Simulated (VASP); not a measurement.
A run of VASP 6.6.1:

Contents of INCAR:

```
SYSTEM = BaTiO3
ALGO = Normal
EDIFF = 1E-8
ENCUT = 520
GGA = PE
ISIF = 2
ISMEAR = -1
LASPH = .TRUE.
LCHARG = .FALSE.
LEFG = .TRUE.
LREAL = .FALSE.
LWAVE = .FALSE.
NBANDS = 28
NELM = 80
PREC = Accurate
SIGMA = 0.08
```

KPOINTS

```
k-points
0
G
  7 7 7
  0 0 0
```

The input POSCAR:

```
BaTiO3
1.0
    3.9864226426      0.0000000000      0.0000000000
    0.0000000000      3.9864226426      0.0000000000
    0.0000000000      0.0000000000      4.0045617725
Ba Ti O
1 1 3
Direct
    0.0000000000      0.0000000000      0.0000000000
    0.5000000000      0.5000000000      0.4820000000
    0.5000000000      0.5000000000      0.0160000000
    0.5000000000      0.0000000000      0.5150000000
    0.0000000000      0.5000000000      0.5150000000
```

Potentials or basis: VASP PAW PBE potentials, release 64 (Ba_sv, Ti_sv, O).

Run with:

```bash
$ cat potpaw_PBE.64/Ba_sv/POTCAR potpaw_PBE.64/Ti_sv/POTCAR potpaw_PBE.64/O/POTCAR > POTCAR
$ mpirun -np 1 vasp_std > vasp.out
```

Hardware: 1 thread of Intel(R) Xeon(R) 6975P-C (Granite Rapids), on a shared host.

**Question.** Estimate the wall time of this run.

**Answer.** It took 40 s on 1 thread of Intel(R) Xeon(R) 6975P-C (Granite Rapids) (shared host), peak memory 0.21 GiB. Counts: scf iterations 19, k points 40.
